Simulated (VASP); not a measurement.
# BaTa3O2 (P6/mmm) in VASP: further runs

The runs below take BaTa3O2 through single point, relaxation of cell and atoms, with PBE.

All numbers are computed with VASP 6.6.1; they aren't measurements. Logs are shortened: lines on timing, memory, paths and dates and some standing lists are left out, and cuts for length are marked.

### 1 The cell of the first run

Symmetry: P6/mmm, No. 191, hexagonal system. Conventional cell: a = 5.226 Å, b = 5.226 Å, c = 5.380 Å, α = 90.00°, β = 90.00°, γ = 120.00°. Ba (site symmetry 6/mmm) has 12 Ta at 3.75 Å and 12 O at 4.04 Å within 4.9 Å. Within 2.0 Å of Ta (site symmetry mmm) lie 2 O at 1.51 Å. Within 2.0 Å of O (site symmetry -6m2) lie 3 Ta at 1.51 Å.

### 2 Single point, PBE, collinear spin, ferromagnetic start

File INCAR:

```
SYSTEM = BaTa3O2
PREC = Accurate
ENCUT = 520
EDIFF = 1E-6
ISMEAR = 0
SIGMA = 0.1
LREAL = .False.
LASPH = .True.
NELM = 150
ALGO = Normal
ISIF = 2
LWAVE = .False.
LCHARG = .False.
ISPIN = 2
MAGMOM = 0 1 1 1 0 0
LORBIT = 11
LMAXMIX = 4
GGA = PE
NBANDS = 40
```

File KPOINTS:

```
Automatic mesh
0
Gamma
  6 6 4
  0 0 0
```

File POSCAR:

```
BaTa3O2
1.0
    5.2257233400      0.0000000000      0.0000000000
   -2.6128616700      4.5256091700      0.0000000000
    0.0000000000      0.0000000000      5.3795061500
Ba Ta O
1 3 2
Direct
    0.0000000000      0.0000000000      0.5000000000
    0.5000000000      0.0000000000      0.0000000000
    0.0000000000      0.5000000000      0.0000000000
    0.5000000000      0.5000000000      0.0000000000
    0.3333333300      0.6666666700      0.0000000000
    0.6666666700      0.3333333300      0.0000000000
```

Potentials or basis: VASP PAW PBE potentials, release 64 (Ba_sv, Ta_pv, O).

On the command line:

```bash
$ cat potpaw_PBE.64/Ba_sv/POTCAR potpaw_PBE.64/Ta_pv/POTCAR potpaw_PBE.64/O/POTCAR > POTCAR
$ mpirun -np 1 vasp_std > vasp.out
```

OUTCAR:

```text
SYSTEM = BaTa3O2
   PREC = Accurate
   ENCUT = 520
   EDIFF = 1E-6
   ISMEAR = 0
   LREAL = .False.
   LASPH = .True.
   NELM = 150
   ISIF = 2
   ISPIN = 2
   LORBIT = 11
   GGA = PE

 ion  position               nearest neighbor table
   1  0.000  0.000  0.500-   2 3.75   2 3.75   2 3.75   2 3.75   3 3.75   4 3.75   3 3.75   3 3.75
                             4 3.75   3 3.75   4 3.75   4 3.75
   2  0.500  0.000  0.000-   5 1.51   6 1.51   3 2.61   4 2.61   4 2.61   3 2.61   1 3.75   1 3.75
                             1 3.75   1 3.75
   3  0.000  0.500  0.000-   5 1.51   6 1.51   4 2.61   4 2.61   2 2.61   2 2.61   1 3.75   1 3.75
                             1 3.75   1 3.75
   4  0.500  0.500  0.000-   5 1.51   6 1.51   3 2.61   3 2.61   2 2.61   2 2.61   1 3.75   1 3.75
                             1 3.75   1 3.75
   5  0.333  0.667  0.000-   3 1.51   2 1.51   4 1.51
   6  0.667  0.333  0.000-   3 1.51   2 1.51   4 1.51

  LATTYP: Found a hexagonal cell.
 ALAT       =     5.2257233400
 C/A-ratio  =     1.0294280428

  Lattice vectors:

 A1 = (   5.2257233400,   0.0000000000,   0.0000000000)
 A2 = (  -2.6128616700,   4.5256091700,   0.0000000000)
 A3 = (   0.0000000000,   0.0000000000,   5.3795061500)

Analysis of symmetry for initial positions (statically):
=====================================================================
 Subroutine PRICEL returns:
 Original cell was already a primitive cell.

 Routine SETGRP: Setting up the symmetry group for a
 hexagonal supercell.

 Subroutine GETGRP returns: Found 24 space group operations
 (whereof 24 operations were pure point group operations)
 out of a pool of 24 trial point group operations.

The static configuration has the point symmetry D_6h.

Analysis of symmetry for dynamics (positions and initial velocities):
=====================================================================
 Subroutine PRICEL returns:
 Original cell was already a primitive cell.

 Routine SETGRP: Setting up the symmetry group for a
 hexagonal supercell.

 Subroutine GETGRP returns: Found 24 space group operations
 (whereof 24 operations were pure point group operations)
 out of a pool of 24 trial point group operations.

The dynamic configuration has the point symmetry D_6h.

Analysis of structural, dynamic, and magnetic symmetry:
=====================================================================
 Subroutine PRICEL returns:
 Original cell was already a primitive cell.

 Routine SETGRP: Setting up the symmetry group for a
 hexagonal supercell.

 Subroutine GETGRP returns: Found 24 space group operations
 (whereof 24 operations were pure point group operations)
 out of a pool of 24 trial point group operations.

The overall configuration has the point symmetry D_6h.

 Subroutine INISYM returns: Found 24 space group operations
 (whereof 24 operations are pure point group operations),
 and found     1 'primitive' translations

----------------------------------------------------------------------------------------

                                     Primitive cell

  volume of cell :     127.2231

  direct lattice vectors                    reciprocal lattice vectors
     5.225723340  0.000000000  0.000000000     0.191361068  0.110482364  0.000000000
    -2.612861670  4.525609170  0.000000000     0.000000000  0.220964728  0.000000000
     0.000000000  0.000000000  5.379506150     0.000000000  0.000000000  0.185890670

  length of vectors
     5.225723340  5.225723344  5.379506150     0.220964728  0.220964728  0.185890670

  position of ions in fractional coordinates (direct lattice)
     0.000000000  0.000000000  0.500000000
     0.500000000  0.000000000  0.000000000
     0.000000000  0.500000000  0.000000000
     0.500000000  0.500000000  0.000000000
     0.333333330  0.666666670  0.000000000
     0.666666670  0.333333330  0.000000000

  ion indices of the primitive-cell ions
   primitive index   ion index
                 1           1
                 2           2
[... 36 lines left out ...]
  0.500000  0.000000  0.000000      3.000000
  0.166667  0.166667  0.000000      6.000000
  0.333333  0.166667  0.000000     12.000000
[... 13 lines left out ...]
  0.333333  0.166667  0.500000     12.000000
  0.333333  0.333333  0.500000      2.000000
   k-points           NKPTS =     21   k-points in BZ     NKDIM =     21   number of bands    NBANDS=     40
   number of dos      NEDOS =    301   number of ions     NIONS =      6
   total plane-waves  NPLWV =  64000
   dimension x,y,z NGX =    40 NGY =   40 NGZ =   40
   dimension x,y,z NGXF=    80 NGYF=   80 NGZF=   80
   ions per type =               1   3   2
   NGX,Y,Z   is equivalent  to a cutoff of  12.73, 12.73, 12.36 a.u.
   NGXF,Y,Z  is equivalent  to a cutoff of  25.45, 25.45, 24.72 a.u.
 SYSTEM =  BaTa3O2
   PREC   = accura    normal or accurate (medium, high low for compatibility)
   ISTART =      0    job   : 0-new  1-cont  2-samecut
   ICHARG =      2    charge: 1-file 2-atom 10-const
   ISPIN  =      2    spin polarized calculation?
   LNONCOLLINEAR =      F non collinear calculations
   LSORBIT =      F    spin-orbit coupling
   LASPH  =      T    aspherical Exc in radial PAW
   ENCUT  =  520.0 eV  38.22 Ry    6.18 a.u.   9.72  9.72 10.00*2*pi/ulx,y,z
   NELM   =    150;   NELMIN=  2; NELMDL= -5     # of ELM steps
   EDIFF  = 0.1E-05   stopping-criterion for ELM
   LREAL  =      F    real-space projection
   EDIFFG = 0.1E-04   stopping-criterion for IOM
   NSW    =      0    number of steps for IOM
   IBRION =     -1    ionic relax: 0-MD 1-quasi-New 2-CG
   NFREE  =      0    steps in history (QN), initial steepest desc. (CG)
   ISIF   =      2    stress and relaxation
   ISYM   =      2    0-nonsym 1-usesym 2-fastsym
   POTIM  = 0.5000    time-step for ionic-motion
   TEBEG  =    0.0;   TEEND  =   0.0 temperature during run
   PSTRESS=    0.0 pullay stress
   NELECT =      55.0000    total number of electrons
   NUPDOWN=      -1.0000    fix difference up-down
   EMIN   =  10.00;   EMAX   =-10.00  energy-range for DOS
   EFERMI =   0.00;   METHOD = LEGACY
   ISMEAR =     0;   SIGMA  =   0.10  broadening in eV -4-tet -1-fermi 0-gaus
   EFERMI_NEDOS =   21; number of points for ismear=-14 and -15
   IALGO  =     38    algorithm
   IMIX   =      4    mixing-type and parameters
     AMIX     =   0.40;   BMIX     =  1.00
     AMIX_MAG =   1.60;   BMIX_MAG =  1.00
  volume/ion in A,a.u.               =      21.20       143.09
  Fermi-wavevector in a.u.,A,eV,Ry     =   1.237866  2.339228 20.848387  1.532313
  Thomas-Fermi vector in A             =   2.372416
   LORBIT       =     11    0 simple, 1 ext, 2 COOP (PROOUT), +10 PAW based schemes
   GGA     = PE    functional components
   LHFCALC =     F    Hartree Fock is set to
   AEXX    =    0.0000 exact exchange contribution
   IVDW    =     0    specifies the selected vdW correction
   LEPSILON=     F    determine dielectric tensor
   LRPA    =     F    only Hartree local field effects (RPA)
 spin polarized calculation
 Gauss-broadening in eV      SIGMA  =   0.10
  energy-cutoff  :      520.00
  volume of cell :      127.22
 maximum number of plane-waves:      3444
 NGX is ok and might be reduce to    40
   NGX = 19   NGY = 19   NGZ = 21

 number of electron      54.9999998 magnetization       0.0020453

 number of electron      54.9999998 magnetization      -0.0002309

 Free energy of the ion-electron system (eV)
  ---------------------------------------------------
  ext. energy  EPLUGINS =         0.00000000
  ---------------------------------------------------
  free energy    TOTEN  =       -10.14636519 eV

  energy without entropy =      -10.13206092  energy(sigma->0) =      -10.13921305

 E-fermi :   3.9354     XC(G=0):  -9.9240

 val. band max:        3.9050350003   @ k =   0.3333  -0.0000   0.5000
 cond. band min:       3.9403006413   @ k =   0.5000   0.0000   0.2500
 fundamental gap:      0.0352656410
 Fermi energy:         3.9354249409

 spin component 1

 k-point     1 :       0.0000    0.0000    0.0000
  band No.  band energies     occupation
      1     -38.2227      1.00000
      2     -33.8331      1.00000
      3     -33.8331      1.00000
      4     -30.9628      1.00000
      5     -30.3779      1.00000
      6     -30.3779      1.00000
[... 871 lines left out ...]
     38       9.4398      0.00000
     39       9.4401      0.00000
 Fermi energy:         3.9354249409

 spin component 2

 k-point     1 :       0.0000    0.0000    0.0000
  band No.  band energies     occupation
      1     -38.2228      1.00000
      2     -33.8332      1.00000
      3     -33.8332      1.00000
      4     -30.9629      1.00000
      5     -30.3780      1.00000
      6     -30.3780      1.00000
[... 871 lines left out ...]
     38       9.4397      0.00000
     39       9.4398      0.00000
 [bands above 39 left out]

------------------------ aborting loop because EDIFF is reached ----------------------------------------

  FORCE on cell =-STRESS in cart. coord.  units (eV):
  Direction    XX          YY          ZZ          XY          YZ          ZX
  --------------------------------------------------------------------------------------
  -------------------------------------------------------------------------------------
  Total      187.7010543    187.7010547      0.5830929      0.0000000      0.0000000      0.0000000
  in kB     2363.8038018   2363.8038065      7.3431517      0.0000000      0.0000000      0.0000000
  external PRESSURE =    1578.3169200 kB  Pullay stress =       0.0000000 kB

 VOLUME and BASIS-vectors are now :
 -----------------------------------------------------------------------------
  energy-cutoff  :      520.00
  volume of cell :      127.22
      direct lattice vectors                 reciprocal lattice vectors
     5.225723340  0.000000000  0.000000000     0.191361068  0.110482364  0.000000000
    -2.612861670  4.525609170  0.000000000     0.000000000  0.220964728  0.000000000
     0.000000000  0.000000000  5.379506150     0.000000000  0.000000000  0.185890670

 POSITION                                       TOTAL-FORCE (eV/Angst)
 -----------------------------------------------------------------------------------
      0.00000      0.00000      2.68975        -0.000000      0.000000     -0.000000
      2.61286      0.00000      0.00000        -0.000000      0.000000     -0.000000
     -1.30643      2.26280      0.00000        -0.000000      0.000000     -0.000000
      1.30643      2.26280      0.00000        -0.000000      0.000000     -0.000000
     -0.00000      3.01707      0.00000        -0.000000     -0.000000     -0.000000
      2.61286      1.50854      0.00000         0.000000      0.000000      0.000000
 -----------------------------------------------------------------------------------
    total drift:                               -0.000000     -0.000000     -0.000000

  FREE ENERGIE OF THE ION-ELECTRON SYSTEM (eV)
  ---------------------------------------------------
  free  energy   TOTEN  =       -10.1463651910 eV

  energy  without entropy=      -10.1320609179  energy(sigma->0) =      -10.13921305

 total charge

# of ion       s       p       d       tot
------------------------------------------
    1        2.031   5.584   0.333   7.947
    2        0.561   6.625   3.311  10.497
    3        0.561   6.625   3.311  10.497
    4        0.561   6.625   3.311  10.497
    5        1.757   4.082   0.000   5.839
    6        1.757   4.082   0.000   5.839
--------------------------------------------------
tot          7.227  33.624  10.265  51.117

 magnetization (x)

# of ion       s       p       d       tot
------------------------------------------
    1       -0.000  -0.000  -0.000  -0.000
    2        0.000  -0.000  -0.000  -0.000
    3        0.000  -0.000  -0.000  -0.000
    4        0.000  -0.000  -0.000  -0.000
    5       -0.000   0.000   0.000   0.000
    6       -0.000   0.000   0.000   0.000
--------------------------------------------------
tot         -0.000  -0.000  -0.000  -0.000
```

Run time: 9.1 min. Hardware: 1 thread of Oxide Virtual Turin-like, shared host; peak memory 0.36 GiB.

What came out:

| Property | Result |
| --- | --- |
| Free energy | -10.1464 eV |
| Pressure | 157.8 GPa |
| Net moment | 0.00 μB per cell |
| Valence electrons inside the program's atomic spheres | Ba 7.95; Ta 10.50; O 5.84 |

Stress tensor (GPa, compression positive):
```
236.38   0.00   0.00
  0.00 236.38   0.00
  0.00   0.00   0.73
```

Caveat: spin-orbit coupling is left out, which moves the levels of the heavy elements.

### 3 Relaxation of cell and atoms, PBE

This run uses another cell than the first one, of 20.28 Å³/atom, 0.956 times its volume.

File INCAR:

```
SYSTEM = BaTa3O2
PREC = Accurate ; ENCUT = 600
EDIFF = 1E-6 ; ISMEAR = 0
SIGMA = 0.1 ; LREAL = .FALSE.
LASPH = .TRUE. ; NELM = 80
ALGO = Normal ; ISIF = 3
LWAVE = .FALSE. ; LCHARG = .FALSE.
GGA = PE ; IBRION = 2
NSW = 100 ; EDIFFG = -0.01
```

File KPOINTS:

```
Automatic mesh
0
G
  6 6 12
  0 0 0
```

File POSCAR:

```
BaTa3O2
1.0
    6.8900377334      0.0000000000      0.0000000000
   -3.4450188667      5.9669477102      0.0000000000
    0.0000000000      0.0000000000      2.9594743933
Ba Ta O
1 3 2
Direct
    0.0000000000      0.0000000000      0.5000000000
    0.5000000000      0.0000000000      0.0000000000
    0.0000000000      0.5000000000      0.0000000000
    0.5000000000      0.5000000000      0.0000000000
    0.3333333333      0.6666666667      0.0000000000
    0.6666666667      0.3333333333      0.0000000000
```

Potentials or basis: VASP PAW PBE potentials, release 64 (Ba_sv, Ta_pv, O).

On the command line:

```bash
$ cat potpaw_PBE.64/Ba_sv/POTCAR potpaw_PBE.64/Ta_pv/POTCAR potpaw_PBE.64/O/POTCAR > POTCAR
$ mpirun -np 1 vasp_std > vasp.out
```

Wall time 19 min (1 thread of Oxide Virtual Turin-like, shared host); peak memory 0.4 GiB.

The run converged. Its results:

| Quantity | Value |
| --- | --- |
| Free energy | -50.1836 eV |
| Relaxed volume | 20.60 Å³/atom |
| Relaxed cell | a = 6.886 Å, b = 6.886 Å, c = 3.010 Å, α = 90.00°, β = 90.00°, γ = 120.00° |
| Space group after relaxing (to 0.05 Å) | P6/mmm (No. 191) |
| Energy gained by relaxing | 2.7 meV/atom |
| Ionic steps | 5 |
| Pressure after relaxing | 0.0 GPa |

Step by step:
```csv
step,energy change (eV),largest force (eV/Å),pressure (GPa),volume (Å³)
1,0.0000,0.0000,1.04,121.67
2,-0.0148,0.0000,-0.54,123.99
3,-0.0149,0.0000,-0.48,123.91
4,-0.0141,0.0000,0.64,123.27
5,-0.0163,0.0000,0.02,123.62
```

Final structure:
```yaml
crystal:
  lattice:
    - [6.88647, 0.00000, 0.00000]
    - [-3.44323, 5.96385, 0.00000]
    - [0.00000, 0.00000, 3.01003]
  atoms:
    - { symbol: Ba, position: [0.00000, 0.00000, 0.50000] }
    - { symbol: Ta, position: [0.50000, 0.00000, 0.00000] }
    - { symbol: Ta, position: [0.00000, 0.50000, 0.00000] }
    - { symbol: Ta, position: [0.50000, 0.50000, 0.00000] }
    - { symbol: O, position: [0.33333, 0.66667, 0.00000] }
    - { symbol: O, position: [0.66667, 0.33333, 0.00000] }
```

Levels at points of the mesh, in eV from the Fermi level:
```csv
k point,band 25,band 26,band 27,band 28,band 29,band 30
"(0.00, 0.00, 0.00)",-1.90,-1.25,-1.25,1.29,1.58,1.58
"(0.50, 0.00, 0.00)",-1.43,-0.91,-0.43,0.04,0.10,0.47
"(0.00, 0.00, 0.50)",-0.39,-0.39,-0.16,-0.16,-0.10,0.04
"(0.50, 0.00, 0.50)",-1.26,-1.14,-0.10,-0.06,0.33,1.13
```

Caveat: spin-orbit coupling is left out, which moves the levels of the heavy elements; an odd number of electrons without spin polarisation forces a metal; a magnetic or distorted state may lie lower.
